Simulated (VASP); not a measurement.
A run of VASP 6.6.1:

File POSCAR:

```
Cs2AgBiBr6
1.0
    0.0000000000      5.5568946412      5.5568946412
    5.5568946412      0.0000000000      5.5568946412
    5.5568946412      5.5568946412      0.0000000000
Cs Ag Bi Br
2 1 1 6
Direct
    0.2500000000      0.2500000000      0.2500000000
    0.7500000000      0.7500000000      0.7500000000
    0.0000000000      0.0000000000      0.0000000000
    0.5000000000      0.5000000000      0.5000000000
    0.2481704931      0.7518295069      0.7518295069
    0.2481704931      0.7518295069      0.2481704931
    0.7518295069      0.2481704931      0.7518295069
    0.7518295069      0.2481704931      0.2481704931
    0.7518295069      0.7518295069      0.2481704931
    0.2481704931      0.2481704931      0.7518295069
```

File INCAR.step1:

```
SYSTEM = Cs2AgBiBr6
  PREC = Accurate
  ENCUT = 520
  ISMEAR = 0
  SIGMA = 0.01
  LREAL = .FALSE.
  LASPH = .TRUE.
  NELM = 100
  NBANDS = 54
  GGA = PE
  ALGO = Normal
  EDIFF = 1E-4
  LWAVE = .TRUE.
  LCHARG = .FALSE.
```

Contents of INCAR.step2:

```
SYSTEM = Cs2AgBiBr6
  PREC = Accurate
  ENCUT = 520
  EDIFF = 1E-6
  ISMEAR = 0
  SIGMA = 0.01
  LREAL = .FALSE.
  LASPH = .TRUE.
  NELM = 100
  ALGO = Normal
  ISIF = 2
  LWAVE = .FALSE.
  LCHARG = .FALSE.
  METAGGA = R2SCAN
  LMIXTAU = .TRUE.
  NBANDS = 54
  ISTART = 1
```

Contents of KPOINTS:

```
Automatic mesh
0
G
  4 4 4
  0 0 0
```

Potentials or basis: VASP PAW PBE potentials, release 64 (Cs_sv, Ag, Bi_d, Br).

The run is started by

```bash
$ cat potpaw_PBE.64/Cs_sv/POTCAR potpaw_PBE.64/Ag/POTCAR potpaw_PBE.64/Bi_d/POTCAR potpaw_PBE.64/Br/POTCAR > POTCAR
$ cp INCAR.step1 INCAR
$ mpirun -np 1 vasp_std > vasp.out
$ cp INCAR.step2 INCAR
$ mpirun -np 1 vasp_std > vasp.out
```

Hardware: 1 thread of Intel Xeon 8259CL, on a shared host.

Question: Estimate the wall time of this run.

Answer: Run time: 26 min on 1 thread of Intel Xeon 8259CL (shared host), peak memory 0.66 GiB. Counts: k points 8.
